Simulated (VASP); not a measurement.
A run of VASP 6.6.1 is set up as follows.

The input INCAR:

```
ALGO = Normal
EDIFF = 1E-6
EDIFFG = -0.01
ENCUT = 600
GGA = RP
IBRION = 2
ISIF = 3
ISMEAR = -1
IVDW = 13
LASPH = True
LCHARG = False
LREAL = False
LWAVE = False
NELM = 80
NSW = 60
PREC = Accurate
SIGMA = 0.05
```

The input KPOINTS:

```
k-points
0
Gamma
  10 10 10
```

The input POSCAR:

```
Sb
1.0
    0.0000000000      2.3712425216      2.3712425216
    2.3712425216      0.0000000000      2.3712425216
    2.3712425216      2.3712425216      0.0000000000
Sb
1
Direct
    0.0000000000      0.0000000000      0.0000000000
```

Potentials or basis: VASP PAW PBE potentials, release 64 (Sb).

Launch:

```sh
$ cat potpaw_PBE.64/Sb/POTCAR > POTCAR
$ mpirun -np 1 vasp_std > vasp.out
```

(1) Predict the space group after relaxing (to 0.05 Å).

(2) Predict the relaxed volume.

(3) Predict the dispersion energy per atom.

(4) Predict the relaxed cell.

Answers

(1) Fm-3m (No. 225).

(2) 25.45 Å³/atom.

(3) -1.123 eV.

(4) a = 3.302 Å, b = 3.302 Å, c = 3.302 Å, α = 60.00°, β = 60.00°, γ = 60.00°.

Caveat: the PAW data sets were made with another functional, which shifts forces and pressure a little; pairwise dispersion overbinds metals, which lowers pressure and volume.
